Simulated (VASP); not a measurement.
Wanted: the native input for a VASP 6.6.1 run.

| Quantity | Value |
| --- | --- |
| Task | single point |
| Functional | PBE |
| Potentials or basis | VASP PAW PBE potentials, release 64 (Li_sv) |
| Cutoff | 520 eV |
| k mesh | 3 × 3 × 3 |
| Occupations | fermi-dirac, width 0.11 eV |
| Spin | no spin polarisation |
| Dipole correction | no |
| Further INCAR settings | LREAL = Auto; ALGO = Normal; EDIFF = 1e-06; NBANDS = 38 |

The structure of Li lies in POSCAR:

```
Li
1.0
    7.1449060000      0.0000000000      0.0000000000
    0.0000000000      7.1449060000      0.0000000000
    0.0000000000      0.0000000000      7.1449060000
Li
16
Direct
   -0.0180688171     -0.0585871948     -0.0355637989
    0.4441625964     -0.0064661453     -0.1049838864
   -0.0447591613      0.4839531829     -0.0209519901
   -0.0135341179     -0.0157454836      0.5185092708
    0.2078543790      0.2051251619      0.1338016203
    0.5119311577      0.5609730905     -0.0464666715
    0.4319301052     -0.0635837616      0.4727703905
    0.5824009441      0.2122771104      0.1589664021
    0.0918136642      0.4115659464      0.4427210099
    0.2810393867      0.7306044334      0.2020320491
    0.3307531268      0.3708096370      0.7549294560
    0.5489085511      0.4448623957      0.4108241592
    0.8084920921      0.7881699213      0.2449857283
    0.7420811414      0.1661883305      0.7585544163
    0.1981271692      0.7515144356      0.6815764966
    0.7081828648      0.7650345575      0.7235364608
```

These files were run (other wordings do the same):

INCAR

```
SYSTEM = Li
ALGO = Normal ; EDIFF = 1E-6
ENCUT = 520 ; GGA = PE
ISIF = 2 ; ISMEAR = -1
LASPH = .True. ; LCHARG = .False.
LREAL = Auto ; LWAVE = .False.
NBANDS = 38 ; NELM = 80
PREC = Accurate ; SIGMA = 0.11
```

KPOINTS

```
k-points
0
Gamma
  3 3 3
  0 0 0
```

Potentials or basis: VASP PAW PBE potentials, release 64 (Li_sv).

The run is started by

```bash
$ cat potpaw_PBE.64/Li_sv/POTCAR > POTCAR
$ mpirun -np 1 vasp_std > vasp.out
```

Results of the run:

```json
{"Largest force": "0.736 eV/Å", "Band gap on the k mesh": "zero (bands 24 and 25 overlap by 0.38 eV)"}
```

Caveat: the atoms stand as in a frame of molecular dynamics.

It took 4.1 min on 1 thread of Intel(R) Xeon(R) Platinum 8488C (Sapphire Rapids), on a shared host, peak memory 0.41 GiB.
